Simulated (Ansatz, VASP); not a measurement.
**SiC in VASP and in Ansatz**

```xyz
2
Lattice="0.0000 2.1896 2.1896 2.1896 0.0000 2.1896 2.1896 2.1896 0.0000" Properties=species:S:1:pos:R:3 pbc="T T T"
Si    0.0000    0.0000    0.0000
C     1.0948    1.0948    1.0948
```

Alike in both runs: functional PBE; k mesh 6 × 6 × 6; occupations gaussian, width 0.1 eV; no spin polarisation.

Ansatz relaxed the structure, and its values are those at the end. VASP's run is a single point on that final structure, the one shown.

|  | VASP | Ansatz |
| --- | --- | --- |
| version | VASP 6.6.1 | Ansatz 0.2.0 |
| potentials or method | VASP PAW PBE potentials, release 64 (Si, C), cutoff 520 eV | scalar-relativistic, plane waves, PAW |
| valence electrons in the cell | 8 | 8 |

VASP gave:

* gap on the k mesh at the Fermi level (eV): 1.36
* least direct gap on the mesh (eV): 4.52
* pressure (GPa): 0.1

Task: What did Ansatz give for the same quantities?

Result: gap on the k mesh at the Fermi level (eV): 1.37; least direct gap on the mesh (eV): 4.53; pressure (GPa): 0.1.
